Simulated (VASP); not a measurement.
# Sn9Se7 (a cell with a defect) in VASP: single point with PBEsol

Aim: the single point of Sn9Se7 (a cell with a defect) with PBEsol.

Everything below comes from runs of VASP 6.6.1. Logs are shortened: lines on timing, memory, paths and dates and some standing lists are left out, and cuts for length are marked.

### Step 1. The cell of the first run

The cell holds a defect, 16 atoms: a = 8.514 Å, b = 8.514 Å, c = 8.514 Å, α = 60.00°, β = 60.00°, γ = 60.00°.

### Step 2. Single point, PBEsol

The input, INCAR:

```
SYSTEM = Sn9Se7
PREC = Accurate
ENCUT = 400
EDIFF = 1E-6
ISMEAR = -1
SIGMA = 0.02
LREAL = .False.
LASPH = .True.
NELM = 120
ALGO = Normal
ISIF = 2
LWAVE = .False.
LCHARG = .False.
GGA = PS
NBANDS = 98
GGA_COMPAT = .False.
```

The input, KPOINTS:

```
Automatic mesh
0
Gamma
  2 2 2
  0 0 0
```

The input, POSCAR:

```
Sn9Se7
1.0
    0.0000000000      6.0200000000      6.0200000000
    6.0200000000      0.0000000000      6.0200000000
    6.0200000000      6.0200000000      0.0000000000
Sn Se
9 7
Direct
    0.0000000000      0.0000000000      0.0000000000
    0.2500000000      0.2500000000      0.2500000000
    0.0000000000      0.0000000000      0.5000000000
    0.0000000000      0.5000000000      0.0000000000
    0.0000000000      0.5000000000      0.5000000000
    0.5000000000      0.0000000000      0.0000000000
    0.5000000000      0.0000000000      0.5000000000
    0.5000000000      0.5000000000      0.0000000000
    0.5000000000      0.5000000000      0.5000000000
    0.2500000000      0.2500000000      0.7500000000
    0.2500000000      0.7500000000      0.2500000000
    0.2500000000      0.7500000000      0.7500000000
    0.7500000000      0.2500000000      0.2500000000
    0.7500000000      0.2500000000      0.7500000000
    0.7500000000      0.7500000000      0.2500000000
    0.7500000000      0.7500000000      0.7500000000
```

Potentials or basis: VASP PAW PBE potentials, release 64 (Sn_d, Se).

The run is started by

```bash
> cat potpaw_PBE.64/Sn_d/POTCAR potpaw_PBE.64/Se/POTCAR > POTCAR
> mpirun -np 1 vasp_std > vasp.out
```

OUTCAR:

```text
SYSTEM = Sn9Se7
   PREC = Accurate
   ENCUT = 400
   EDIFF = 1E-6
   ISMEAR = -1
   LREAL = .False.
   LASPH = .True.
   NELM = 120
   ISIF = 2
   GGA = PS

 ion  position               nearest neighbor table
   1  0.000  0.000  0.000-  10 3.01  11 3.01  12 3.01  13 3.01  14 3.01  15 3.01
   2  0.250  0.250  0.250-   3 3.01   4 3.01   5 3.01   6 3.01   7 3.01   8 3.01
   3  0.000  0.000  0.500-   2 3.01  11 3.01  12 3.01  13 3.01  14 3.01  16 3.01
   4  0.000  0.500  0.000-   2 3.01  10 3.01  12 3.01  13 3.01  15 3.01  16 3.01
   5  0.000  0.500  0.500-   2 3.01  10 3.01  11 3.01  14 3.01  15 3.01  16 3.01
   6  0.500  0.000  0.000-   2 3.01  10 3.01  11 3.01  14 3.01  15 3.01  16 3.01
[... 8 lines left out ...]
  15  0.750  0.750  0.250-   1 3.01   4 3.01   5 3.01   6 3.01   7 3.01   9 3.01
  16  0.750  0.750  0.750-   3 3.01   4 3.01   5 3.01   6 3.01   7 3.01   8 3.01

  LATTYP: Found a face centered cubic cell.
 ALAT       =    12.0400000000

  Lattice vectors:

 A1 = (   0.0000000000,   6.0200000000,   6.0200000000)
 A2 = (   6.0200000000,   0.0000000000,   6.0200000000)
 A3 = (   6.0200000000,   6.0200000000,   0.0000000000)

Analysis of symmetry for initial positions (statically):
=====================================================================
 Subroutine PRICEL returns:
 Original cell was already a primitive cell.

 Routine SETGRP: Setting up the symmetry group for a
 face centered cubic supercell.

 Subroutine GETGRP returns: Found 48 space group operations
 (whereof 24 operations were pure point group operations)
 out of a pool of 48 trial point group operations.

The static configuration has the point symmetry T_d .
 The point group associated with its full space group is O_h .

Analysis of symmetry for dynamics (positions and initial velocities):
=====================================================================
 Subroutine PRICEL returns:
 Original cell was already a primitive cell.

 Routine SETGRP: Setting up the symmetry group for a
 face centered cubic supercell.

 Subroutine GETGRP returns: Found 48 space group operations
 (whereof 24 operations were pure point group operations)
 out of a pool of 48 trial point group operations.

The dynamic configuration has the point symmetry T_d .
 The point group associated with its full space group is O_h .

 Subroutine INISYM returns: Found 48 space group operations
 (whereof 24 operations are pure point group operations),
 and found     1 'primitive' translations

----------------------------------------------------------------------------------------

                                     Primitive cell

  volume of cell :     436.3344

  direct lattice vectors                    reciprocal lattice vectors
     0.000000000  6.020000000  6.020000000    -0.083056478  0.083056478  0.083056478
     6.020000000  0.000000000  6.020000000     0.083056478 -0.083056478  0.083056478
     6.020000000  6.020000000  0.000000000     0.083056478  0.083056478 -0.083056478

  length of vectors
     8.513565645  8.513565645  8.513565645     0.143858040  0.143858040  0.143858040

  position of ions in fractional coordinates (direct lattice)
     0.000000000  0.000000000  0.000000000
     0.250000000  0.250000000  0.250000000
     0.000000000  0.000000000  0.500000000
     0.000000000  0.500000000  0.000000000
     0.000000000  0.500000000  0.500000000
     0.500000000  0.000000000  0.000000000
[... 8 lines left out ...]
     0.750000000  0.750000000  0.250000000
     0.750000000  0.750000000  0.750000000

  ion indices of the primitive-cell ions
   primitive index   ion index
                 1           1
                 2           2
                 3           3
                 4           4
                 5           5
                 6           6
[... 8 lines left out ...]
                15          15
                16          16

----------------------------------------------------------------------------------------

 KPOINTS: Automatic mesh

Automatic generation of k-mesh.
 Grid dimensions read from file:
 generate k-points for:    2    2    2

 Generating k-lattice:

  Cartesian coordinates                     Fractional coordinates (reciprocal lattice)
    -0.041528239  0.041528239  0.041528239     0.500000000  0.000000000  0.000000000
     0.041528239 -0.041528239  0.041528239     0.000000000  0.500000000  0.000000000
     0.041528239  0.041528239 -0.041528239     0.000000000  0.000000000  0.500000000

  Length of vectors
     0.071929020  0.071929020  0.071929020

  Shift w.r.t. Gamma in fractional coordinates (k-lattice)
     0.000000000  0.000000000  0.000000000

 Subroutine IBZKPT returns following result:
 ===========================================

 Found      3 irreducible k-points:

 Following reciprocal coordinates:
            Coordinates               Weight
  0.000000  0.000000  0.000000      1.000000
  0.500000  0.000000  0.000000      4.000000
  0.500000  0.500000  0.000000      3.000000
   k-points           NKPTS =      3   k-points in BZ     NKDIM =      3   number of bands    NBANDS=     98
   number of dos      NEDOS =    301   number of ions     NIONS =     16
   total plane-waves  NPLWV = 175616
   dimension x,y,z NGX =    56 NGY =   56 NGZ =   56
   dimension x,y,z NGXF=   112 NGYF=  112 NGZF=  112
   ions per type =               9   7
   NGX,Y,Z   is equivalent  to a cutoff of  10.94, 10.94, 10.94 a.u.
   NGXF,Y,Z  is equivalent  to a cutoff of  21.87, 21.87, 21.87 a.u.
 SYSTEM =  Sn9Se7
   PREC   = accura    normal or accurate (medium, high low for compatibility)
   ISTART =      0    job   : 0-new  1-cont  2-samecut
   ICHARG =      2    charge: 1-file 2-atom 10-const
   ISPIN  =      1    spin polarized calculation?
   LNONCOLLINEAR =      F non collinear calculations
   LSORBIT =      F    spin-orbit coupling
   LASPH  =      T    aspherical Exc in radial PAW
   ENCUT  =  400.0 eV  29.40 Ry    5.42 a.u.  13.88 13.88 13.88*2*pi/ulx,y,z
   NELM   =    120;   NELMIN=  2; NELMDL= -5     # of ELM steps
   EDIFF  = 0.1E-05   stopping-criterion for ELM
   LREAL  =      F    real-space projection
   EDIFFG = 0.1E-04   stopping-criterion for IOM
   NSW    =      0    number of steps for IOM
   IBRION =     -1    ionic relax: 0-MD 1-quasi-New 2-CG
   NFREE  =      0    steps in history (QN), initial steepest desc. (CG)
   ISIF   =      2    stress and relaxation
   ISYM   =      2    0-nonsym 1-usesym 2-fastsym
   POTIM  = 0.5000    time-step for ionic-motion
   TEBEG  =    0.0;   TEEND  =   0.0 temperature during run
   PSTRESS=    0.0 pullay stress
   NELECT =     168.0000    total number of electrons
   NUPDOWN=      -1.0000    fix difference up-down
   EMIN   =  10.00;   EMAX   =-10.00  energy-range for DOS
   EFERMI =   0.00;   METHOD = LEGACY
   ISMEAR =    -1;   SIGMA  =   0.02  broadening in eV -4-tet -1-fermi 0-gaus
   EFERMI_NEDOS =   21; number of points for ismear=-14 and -15
   IALGO  =     38    algorithm
   IMIX   =      4    mixing-type and parameters
     AMIX     =   0.40;   BMIX     =  1.00
     AMIX_MAG =   1.60;   BMIX_MAG =  1.00
  volume/ion in A,a.u.               =      27.27       184.03
  Fermi-wavevector in a.u.,A,eV,Ry     =   1.190981  2.250627 19.298984  1.418435
  Thomas-Fermi vector in A             =   2.327053
   LORBIT       =      0    0 simple, 1 ext, 2 COOP (PROOUT), +10 PAW based schemes
   GGA     = PS    functional components
   LHFCALC =     F    Hartree Fock is set to
   AEXX    =    0.0000 exact exchange contribution
   IVDW    =     0    specifies the selected vdW correction
   LEPSILON=     F    determine dielectric tensor
   LRPA    =     F    only Hartree local field effects (RPA)
 non-spin polarized calculation
  energy-cutoff  :      400.00
  volume of cell :      436.33
 maximum number of plane-waves:      7954
 NGX is ok and might be reduce to    56
   NGX = 27   NGY = 27   NGZ = 27

 number of electron     167.9999975 magnetization

 Free energy of the ion-electron system (eV)
  ---------------------------------------------------
  ext. energy  EPLUGINS =         0.00000000
  ---------------------------------------------------
  free energy    TOTEN  =       -70.88349530 eV

  energy without entropy =      -70.85537370  energy(sigma->0) =      -70.86943450

 E-fermi :   5.5667     XC(G=0):  -9.8666

 val. band max:        5.5516874686   @ k =   0.5000   0.5000   0.0000
 cond. band min:       5.5830543893   @ k =   0.0000   0.0000   0.0000
 fundamental gap:      0.0313669207
 Fermi energy:         5.5667399157

 k-point     1 :       0.0000    0.0000    0.0000
  band No.  band energies     occupation
      1     -15.9848      2.00000
      2     -15.9848      2.00000
      3     -15.9801      2.00000
      4     -15.9801      2.00000
      5     -15.9681      2.00000
      6     -15.9681      2.00000
[... 88 lines left out ...]
     95       7.0022      0.00000
     96       7.0022      0.00000

 k-point     2 :       0.5000    0.0000    0.0000
  band No.  band energies     occupation
      1     -15.9821      2.00000
      2     -15.9821      2.00000
      3     -15.9821      2.00000
      4     -15.9821      2.00000
      5     -15.9679      2.00000
      6     -15.9679      2.00000
[... 88 lines left out ...]
     95       8.3456      0.00000
     96       8.9451      0.00000

 k-point     3 :       0.5000    0.5000    0.0000
  band No.  band energies     occupation
      1     -15.9842      2.00000
      2     -15.9826      2.00000
      3     -15.9813      2.00000
      4     -15.9799      2.00000
      5     -15.9681      2.00000
      6     -15.9680      2.00000
[... 88 lines left out ...]
     95       7.6312      0.00000
     96       8.1052      0.00000
 [bands above 96 left out]

------------------------ aborting loop because EDIFF is reached ----------------------------------------

  FORCE on cell =-STRESS in cart. coord.  units (eV):
  Direction    XX          YY          ZZ          XY          YZ          ZX
  --------------------------------------------------------------------------------------
  -------------------------------------------------------------------------------------
  Total       -6.5966686     -6.5966686     -6.5966686      0.0000000      0.0000000      0.0000000
  in kB      -24.2223223    -24.2223223    -24.2223223      0.0000000      0.0000000      0.0000000
  external PRESSURE =     -24.2223223 kB  Pullay stress =       0.0000000 kB

 VOLUME and BASIS-vectors are now :
 -----------------------------------------------------------------------------
  energy-cutoff  :      400.00
  volume of cell :      436.33
      direct lattice vectors                 reciprocal lattice vectors
     0.000000000  6.020000000  6.020000000    -0.083056478  0.083056478  0.083056478
     6.020000000  0.000000000  6.020000000     0.083056478 -0.083056478  0.083056478
     6.020000000  6.020000000  0.000000000     0.083056478  0.083056478 -0.083056478

 POSITION                                       TOTAL-FORCE (eV/Angst)
 -----------------------------------------------------------------------------------
      0.00000      0.00000      0.00000        -0.000000     -0.000000     -0.000000
      3.01000      3.01000      3.01000        -0.000000     -0.000000     -0.000000
      3.01000      3.01000      0.00000        -0.000000     -0.000000      0.013850
      3.01000      0.00000      3.01000        -0.000000      0.013850     -0.000000
      6.02000      3.01000      3.01000        -0.013850     -0.000000     -0.000000
      0.00000      3.01000      3.01000         0.013850     -0.000000     -0.000000
[... 8 lines left out ...]
      6.02000      6.02000      9.03000        -0.000000     -0.000000     -0.000000
      9.03000      9.03000      9.03000        -0.000000     -0.000000     -0.000000
 -----------------------------------------------------------------------------------
    total drift:                                0.000000      0.000000      0.000000

  FREE ENERGIE OF THE ION-ELECTRON SYSTEM (eV)
  ---------------------------------------------------
  free  energy   TOTEN  =       -70.8834952978 eV

  energy  without entropy=      -70.8553736975  energy(sigma->0) =      -70.86943450
```

Wall time 90 s (1 thread of AMD EPYC 9R45 (Zen 5), shared host); peak memory 0.38 GiB.

Results:

```yaml
Free_energy: -70.8835 eV
Pressure: -2.4 GPa
Largest_force: 0.014 eV/Å
Band_gap_on_the_k_mesh: zero (bands 84 and 85 overlap by 0.40 eV)
```

Forces in eV/Å, atoms in the order of the input:
```
Sn   0.000  0.000  0.000
Sn   0.000  0.000  0.000
Sn   0.000  0.000  0.014
Sn   0.000  0.014  0.000
Sn  -0.014  0.000  0.000
Sn   0.014  0.000  0.000
Sn   0.000 -0.014  0.000
Sn   0.000  0.000 -0.014
Sn   0.000  0.000  0.000
Se   0.000  0.000  0.000
Se   0.000  0.000  0.000
Se   0.000  0.000  0.000
Se   0.000  0.000  0.000
Se   0.000  0.000  0.000
Se   0.000  0.000  0.000
Se   0.000  0.000  0.000
```

Levels at points of the mesh, in eV from the Fermi level:
| k point | band 82 | band 83 | band 84 | band 85 | band 86 | band 87 |
| --- | --- | --- | --- | --- | --- | --- |
| (0.00, 0.00, 0.00) | 0.02 | 0.02 | 0.02 | 0.61 | 1.29 | 1.29 |
| (0.50, 0.00, 0.00) | -0.70 | -0.70 | -0.45 | -0.38 | 2.25 | 2.27 |
| (0.50, 0.50, 0.00) | -0.41 | -0.02 | -0.02 | 0.15 | 1.27 | 1.50 |

Caveat: the k points lie up to 0.45 Å⁻¹ apart; the PAW data sets were made with another functional, which shifts forces and pressure a little; spin-orbit coupling is left out, which moves the levels of the heavy elements.
